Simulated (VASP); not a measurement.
# K (I4/mmm) in VASP: further runs

Runs on K. Level: PBE+D3(BJ). Tasks: single point.

All numbers are computed with VASP 6.6.1; they aren't measurements. Logs are shortened: lines on timing, memory, paths and dates and some standing lists are left out, and cuts for length are marked.

**1. The cell of the first run**

The structure is tetragonal, space group I4/mmm (No. 139). Conventional cell: a = 4.725 Å, b = 4.725 Å, c = 6.987 Å, α = 90.00°, β = 90.00°, γ = 90.00°.

**2. Single point, PBE+D3(BJ) (strain -0.015 along x and y, +0.030 along z)**

Input file INCAR:

```
PREC = Accurate
ENCUT = 520
EDIFF = 1E-6
ISMEAR = 0
SIGMA = 0.15
LREAL = F
LASPH = T
NELM = 100
ALGO = Fast
ISIF = 2
LWAVE = F
LCHARG = F
GGA = PE
IVDW = 12
NBANDS = 10
```

Input file KPOINTS:

```
regular mesh
0
Gamma
  12 12 12
```

Input file POSCAR:

```
K
1.0
    0.0000000000      3.3409947257      3.4936290025
    3.3409947257      0.0000000000      3.4936290025
    3.3409947257      3.3409947257      0.0000000000
K
1
Direct
    0.0000000000      0.0000000000      0.0000000000
```

Potentials or basis: VASP PAW PBE potentials, release 64 (K_sv).

The run is started by

```console
cat potpaw_PBE.64/K_sv/POTCAR > POTCAR
mpirun -np 1 vasp_std > vasp.out
```

OUTCAR:

```text
PREC = Accurate
   ENCUT = 520
   EDIFF = 1E-6
   ISMEAR = 0
   LREAL = F
   LASPH = T
   NELM = 100
   ISIF = 2
   GGA = PE
   IVDW = 12
 IVDW          = 12

 ion  position               nearest neighbor table
   1  0.000  0.000  0.000-

  LATTYP: Found a body centered tetragonal cell.
 ALAT       =     4.7248800529
 C/A-ratio  =     1.4788223038

  Lattice vectors:

 A1 = (  -3.3409947257,   0.0000000000,   3.4936290025)
 A2 = (   3.3409947257,   0.0000000000,   3.4936290025)
 A3 = (   0.0000000000,   3.3409947257,  -3.4936290025)

Analysis of symmetry for initial positions (statically):
=====================================================================
 Subroutine PRICEL returns:
 Original cell was already a primitive cell.

 Routine SETGRP: Setting up the symmetry group for a
 body centered tetragonal supercell.

 Subroutine GETGRP returns: Found 16 space group operations
 (whereof 16 operations were pure point group operations)
 out of a pool of 16 trial point group operations.

The static configuration has the point symmetry D_4h.

Analysis of symmetry for dynamics (positions and initial velocities):
=====================================================================
 Subroutine PRICEL returns:
 Original cell was already a primitive cell.

 Routine SETGRP: Setting up the symmetry group for a
 body centered tetragonal supercell.

 Subroutine GETGRP returns: Found 16 space group operations
 (whereof 16 operations were pure point group operations)
 out of a pool of 16 trial point group operations.

The dynamic configuration has the point symmetry D_4h.

 Subroutine INISYM returns: Found 16 space group operations
 (whereof 16 operations are pure point group operations),
 and found     1 'primitive' translations

----------------------------------------------------------------------------------------

                                     Primitive cell

  volume of cell :      77.9935

  direct lattice vectors                    reciprocal lattice vectors
     0.000000000  3.340994726  3.493629003    -0.149656028  0.149656028  0.143117658
     3.340994726  0.000000000  3.493629003     0.149656028 -0.149656028  0.143117658
     3.340994726  3.340994726  0.000000000     0.149656028  0.149656028 -0.143117658

  length of vectors
     4.834013794  4.834013794  4.724880053     0.255492695  0.255492695  0.255492695

  position of ions in fractional coordinates (direct lattice)
     0.000000000  0.000000000  0.000000000

  ion indices of the primitive-cell ions
   primitive index   ion index
                 1           1

----------------------------------------------------------------------------------------

 KPOINTS: regular mesh

Automatic generation of k-mesh.
 Grid dimensions read from file:
 generate k-points for:   12   12   12

 Generating k-lattice:

  Cartesian coordinates                     Fractional coordinates (reciprocal lattice)
    -0.012471336  0.012471336  0.011926471     0.083333333  0.000000000  0.000000000
     0.012471336 -0.012471336  0.011926471     0.000000000  0.083333333  0.000000000
     0.012471336  0.012471336 -0.011926471     0.000000000  0.000000000  0.083333333

  Length of vectors
     0.021291058  0.021291058  0.021291058

  Shift w.r.t. Gamma in fractional coordinates (k-lattice)
     0.000000000  0.000000000  0.000000000

 Subroutine IBZKPT returns following result:
 ===========================================

 Found    163 irreducible k-points:

 Following reciprocal coordinates:
            Coordinates               Weight
  0.000000  0.000000  0.000000      1.000000
  0.083333  0.000000  0.000000      8.000000
  0.166667  0.000000  0.000000      8.000000
  0.250000  0.000000  0.000000      8.000000
  0.333333  0.000000  0.000000      8.000000
  0.416667  0.000000  0.000000      8.000000
[... 16 lines left out ...]
  0.500000  0.166667  0.000000      8.000000
 -0.416667  0.166667  0.000000      8.000000
 [... further k-points ...]
   k-points           NKPTS =    163   k-points in BZ     NKDIM =    163   number of bands    NBANDS=     10
   number of dos      NEDOS =    301   number of ions     NIONS =      1
   total plane-waves  NPLWV =  46656
   dimension x,y,z NGX =    36 NGY =   36 NGZ =   36
   dimension x,y,z NGXF=    72 NGYF=   72 NGZF=   72
   ions per type =               1
   NGX,Y,Z   is equivalent  to a cutoff of  12.38, 12.38, 12.67 a.u.
   NGXF,Y,Z  is equivalent  to a cutoff of  24.76, 24.76, 25.33 a.u.
 SYSTEM =  unknown system
   PREC   = accura    normal or accurate (medium, high low for compatibility)
   ISTART =      0    job   : 0-new  1-cont  2-samecut
   ICHARG =      2    charge: 1-file 2-atom 10-const
   ISPIN  =      1    spin polarized calculation?
   LNONCOLLINEAR =      F non collinear calculations
   LSORBIT =      F    spin-orbit coupling
   LASPH  =      T    aspherical Exc in radial PAW
   ENCUT  =  520.0 eV  38.22 Ry    6.18 a.u.   8.99  8.99  8.79*2*pi/ulx,y,z
   NELM   =    100;   NELMIN=  2; NELMDL= -5     # of ELM steps
   EDIFF  = 0.1E-05   stopping-criterion for ELM
   LREAL  =      F    real-space projection
   EDIFFG = 0.1E-04   stopping-criterion for IOM
   NSW    =      0    number of steps for IOM
   IBRION =     -1    ionic relax: 0-MD 1-quasi-New 2-CG
   NFREE  =      0    steps in history (QN), initial steepest desc. (CG)
   ISIF   =      2    stress and relaxation
   ISYM   =      2    0-nonsym 1-usesym 2-fastsym
   POTIM  = 0.5000    time-step for ionic-motion
   TEBEG  =    0.0;   TEEND  =   0.0 temperature during run
   PSTRESS=    0.0 pullay stress
   NELECT =       9.0000    total number of electrons
   NUPDOWN=      -1.0000    fix difference up-down
   EMIN   =  10.00;   EMAX   =-10.00  energy-range for DOS
   EFERMI =   0.00;   METHOD = LEGACY
   ISMEAR =     0;   SIGMA  =   0.15  broadening in eV -4-tet -1-fermi 0-gaus
   EFERMI_NEDOS =   21; number of points for ismear=-14 and -15
   IALGO  =     68    algorithm
   IMIX   =      4    mixing-type and parameters
     AMIX     =   0.40;   BMIX     =  1.00
     AMIX_MAG =   1.60;   BMIX_MAG =  1.00
  volume/ion in A,a.u.               =      77.99       526.33
  Fermi-wavevector in a.u.,A,eV,Ry     =   0.797021  1.506151  8.642990  0.635242
  Thomas-Fermi vector in A             =   1.903657
   LORBIT       =      0    0 simple, 1 ext, 2 COOP (PROOUT), +10 PAW based schemes
   GGA     = PE    functional components
   LHFCALC =     F    Hartree Fock is set to
   AEXX    =    0.0000 exact exchange contribution
   IVDW    =    12    specifies the selected vdW correction
   LEPSILON=     F    determine dielectric tensor
   LRPA    =     F    only Hartree local field effects (RPA)
 non-spin polarized calculation
 RMM-DIIS sequential band-by-band and
 Gauss-broadening in eV      SIGMA  =   0.15
  energy-cutoff  :      520.00
  volume of cell :       77.99
 maximum number of plane-waves:      2121
   NGX = 17   NGY = 17   NGZ = 17

 number of electron       9.0000001 magnetization

 Free energy of the ion-electron system (eV)
  ---------------------------------------------------
  ext. energy  EPLUGINS =         0.00000000
  ---------------------------------------------------
  free energy    TOTEN  =        -1.05008213 eV

  energy without entropy =       -1.04161760  energy(sigma->0) =       -1.04584986

 E-fermi :  -0.2464     XC(G=0):  -5.5117

 val. band max:       -0.2522626450   @ k =  -0.4167  -0.0000   0.0833
 cond. band min:      -0.2148863463   @ k =  -0.4167   0.0833   0.0000
 fundamental gap:      0.0373762987
 Fermi energy:        -0.2464162728

 k-point     1 :       0.0000    0.0000    0.0000
  band No.  band energies     occupation
      1     -32.4111      2.00000
      2     -15.8648      2.00000
      3     -15.8648      2.00000
      4     -15.8648      2.00000
      5      -2.3196      2.00000
      6       3.8141      0.00000
      7       3.9632      0.00000
      8       3.9632      0.00000
      9       4.9550      0.00000
     10       5.2533      0.00000

 k-point     2 :       0.0833    0.0000    0.0000
  band No.  band energies     occupation
      1     -32.4109      2.00000
      2     -15.8684      2.00000
      3     -15.8654      2.00000
      4     -15.8651      2.00000
      5      -2.2416      2.00000
      6       3.6687      0.00000
      7       3.9031      0.00000
      8       3.9967      0.00000
      9       4.8909      0.00000
     10       5.1701      0.00000

 k-point     3 :       0.1667    0.0000    0.0000
  band No.  band energies     occupation
      1     -32.4104      2.00000
      2     -15.8783      2.00000
      3     -15.8671      2.00000
      4     -15.8662      2.00000
      5      -2.0109      2.00000
      6       3.1377      0.00000
      7       3.9201      0.00000
      8       4.0633      0.00000
      9       4.8104      0.00000
     10       5.0288      0.00000

 k-point     4 :       0.2500    0.0000    0.0000
  band No.  band energies     occupation
      1     -32.4097      2.00000
      2     -15.8918      2.00000
      3     -15.8694      2.00000
      4     -15.8676      2.00000
      5      -1.6362      2.00000
      6       2.4542      0.00000
      7       3.8589      0.00000
      8       4.0607      0.00000
      9       4.9118      0.00000
     10       5.0442      0.00000
[... 222 lines left out ...]
 k-point    22 :       0.4167    0.1667    0.0000
  band No.  band energies     occupation
      1     -32.4086      2.00000
      2     -15.9056      2.00000
      3     -15.8783      2.00000
      4     -15.8735      2.00000
      5      -0.7449      2.00000
      6       1.6487      0.00000
      7       2.9953      0.00000
      8       4.0188      0.00000
      9       4.7327      0.00000
     10       5.7852      0.00000

 k-point    23 :       0.5000    0.1667    0.0000
  band No.  band energies     occupation
      1     -32.4082      2.00000
      2     -15.9121      2.00000
      3     -15.8814      2.00000
      4     -15.8733      2.00000
      5      -0.1211      0.23728
      6       0.9288      0.00000
      7       2.8585      0.00000
      8       3.9639      0.00000
      9       4.8693      0.00000
     10       5.8102      0.00000

 k-point    24 :      -0.4167    0.1667    0.0000
  band No.  band energies     occupation
      1     -32.4081      2.00000
      2     -15.9138      2.00000
      3     -15.8828      2.00000
      4     -15.8723      2.00000
      5       0.2104      0.00002
      6       0.5805      0.00000
      7       2.7791      0.00000
      8       3.9614      0.00000
      9       5.0435      0.00000
     10       5.6006      0.00000

 [... further k-points ...]

------------------------ aborting loop because EDIFF is reached ----------------------------------------

 Edisp (eV)   -0.10655

 E8    (eV) :    -0.0575

  FORCE on cell =-STRESS in cart. coord.  units (eV):
  Direction    XX          YY          ZZ          XY          YZ          ZX
  --------------------------------------------------------------------------------------
  -------------------------------------------------------------------------------------
  Total      -0.18419    -0.18419    -0.20914     0.00000     0.00000    -0.00000
  in kB      -3.78368    -3.78368    -4.29632     0.00000     0.00000    -0.00000
  external pressure =       -3.95 kB  Pullay stress =        0.00 kB

 VOLUME and BASIS-vectors are now :
 -----------------------------------------------------------------------------
  energy-cutoff  :      520.00
  volume of cell :       77.99
      direct lattice vectors                 reciprocal lattice vectors
     0.000000000  3.340994726  3.493629003    -0.149656028  0.149656028  0.143117658
     3.340994726  0.000000000  3.493629003     0.149656028 -0.149656028  0.143117658
     3.340994726  3.340994726  0.000000000     0.149656028  0.149656028 -0.143117658

 POSITION                                       TOTAL-FORCE (eV/Angst)
 -----------------------------------------------------------------------------------
      0.00000      0.00000      0.00000         0.000000      0.000000      0.000000
 -----------------------------------------------------------------------------------
    total drift:                               -0.000000     -0.000000     -0.000000

  FREE ENERGIE OF THE ION-ELECTRON SYSTEM (eV)
  ---------------------------------------------------
  free  energy   TOTEN  =        -1.1566277679 eV

  energy  without entropy=       -1.1481632375  energy(sigma->0) =       -1.15239550
```

It took 46 s on 1 thread of AMD EPYC 9R45 (Zen 5), shared host; peak memory 0.25 GiB.

Results:

* Free energy: -1.1566 eV
* Pressure: -0.4 GPa
* Band gap on the k mesh: zero (an odd number of electrons rules out a gap without spin polarisation)
* Dispersion energy per atom: -0.107 eV

Caveat: the cell differs from its parent crystal (strain -0.015 along x and y, +0.030 along z).

**3. Single point, PBE+D3(BJ) (strain +0.000 along x and y, +0.015 along z)**

Input file INCAR:

```
SYSTEM = K
PREC = Accurate
ENCUT = 520
EDIFF = 1E-6
ISMEAR = 0
SIGMA = 0.15
LREAL = .FALSE.
LASPH = .TRUE.
NELM = 80
ALGO = Fast
ISIF = 2
LWAVE = .FALSE.
LCHARG = .FALSE.
GGA = PE
IVDW = 12
NBANDS = 10
```

Input file KPOINTS:

```
regular mesh
0
G
  12 12 12
  0 0 0
```

Input file POSCAR:

```
K
1.0
    0.0000000000      3.3918728180      3.4427509103
    3.3918728180      0.0000000000      3.4427509103
    3.3918728180      3.3918728180      0.0000000000
K
1
Direct
    0.0000000000      0.0000000000      0.0000000000
```

Potentials or basis: VASP PAW PBE potentials, release 64 (K_sv).

The run is started by

```console
cat potpaw_PBE.64/K_sv/POTCAR > POTCAR
mpirun -np 1 vasp_std > vasp.out
```

Wall time 57 s (1 thread of AMD EPYC 9R45 (Zen 5), shared host); peak memory 0.26 GiB.

The run converged. Its results:

```
Free energy                : -1.1538 eV
Pressure                   : -0.4 GPa
Band gap on the k mesh     : zero (an odd number of electrons rules out a gap without spin polarisation)
Dispersion energy per atom : -0.105 eV
```

Levels at points of the mesh, in eV from the Fermi level:
```csv
k point,band 3,band 4,band 5,band 6,band 7,band 8
"(0.00, 0.00, 0.00)",-15.63,-15.63,-2.05,4.11,4.16,4.16
"(0.50, 0.00, 0.00)",-15.63,-15.63,0.32,0.53,3.89,3.97
"(0.50, 0.50, 0.00)",-15.64,-15.64,0.89,1.24,2.37,4.74
"(0.50, 0.00, 0.50)",-15.65,-15.64,0.95,1.34,2.33,4.63
```

Caveat: the cell differs from its parent crystal (strain +0.000 along x and y, +0.015 along z).

**4. Single point, PBE+D3(BJ) (strain +0.000 along x and y, +0.030 along z)**

Input file INCAR:

```
SYSTEM = K
PREC = Accurate
ENCUT = 520
EDIFF = 1E-6
ISMEAR = 0
SIGMA = 0.15
LREAL = .False.
LASPH = .True.
NELM = 80
ALGO = Fast
ISIF = 2
LWAVE = .False.
LCHARG = .False.
GGA = PE
IVDW = 12
NBANDS = 10
```

Input file KPOINTS:

```
Automatic mesh
0
Gamma
  12 12 12
  0 0 0
```

Input file POSCAR:

```
K
1.0
    0.0000000000      3.3918728180      3.4936290025
    3.3918728180      0.0000000000      3.4936290025
    3.3918728180      3.3918728180      0.0000000000
K
1
Direct
    0.0000000000      0.0000000000      0.0000000000
```

The run is started by

```console
cat potpaw_PBE.64/K_sv/POTCAR > POTCAR
mpirun -np 1 vasp_std > vasp.out
```

Wall time 58 s (1 thread of AMD EPYC 9R45 (Zen 5), shared host); peak memory 0.26 GiB.

It converged, with:

- Free energy: -1.1504 eV
- Pressure: -0.5 GPa
- Band gap on the k mesh: zero (an odd number of electrons rules out a gap without spin polarisation)
- Dispersion energy per atom: -0.103 eV

Levels at points of the mesh, in eV from the Fermi level:
| k point | band 3 | band 4 | band 5 | band 6 | band 7 | band 8 |
| --- | --- | --- | --- | --- | --- | --- |
| (0.00, 0.00, 0.00) | -15.64 | -15.64 | -2.03 | 4.06 | 4.16 | 4.16 |
| (0.50, 0.00, 0.00) | -15.65 | -15.64 | 0.32 | 0.53 | 3.84 | 4.00 |
| (0.50, 0.50, 0.00) | -15.65 | -15.65 | 0.85 | 1.17 | 2.40 | 4.75 |
| (0.50, 0.00, 0.50) | -15.66 | -15.66 | 0.97 | 1.35 | 2.32 | 4.55 |

Caveat: the cell differs from its parent crystal (strain +0.000 along x and y, +0.030 along z).

**5. Overview**

| cell | gap on the mesh (eV) | pressure (GPa) |
| --- | --- | --- |
| a = 4.834, b = 4.834, c = 4.725 Å, angles 60.7, 60.7, 58.5°, 1 atom | none | -0.4 |
| a = 4.833, b = 4.833, c = 4.797 Å, angles 60.2, 60.2, 59.5°, 1 atom | none | -0.4 |
| a = 4.869, b = 4.869, c = 4.797 Å, angles 60.5, 60.5, 59.0°, 1 atom | none | -0.5 |

Alike in all rows: task single point; level PBE+D3(BJ); potentials or basis VASP PAW PBE potentials, release 64 (K_sv); no spin polarisation; k mesh 12 × 12 × 12; cutoff (eV) 520; smearing gaussian 0.15 eV.

Absolute energies hang on the potentials; compare differences alone.
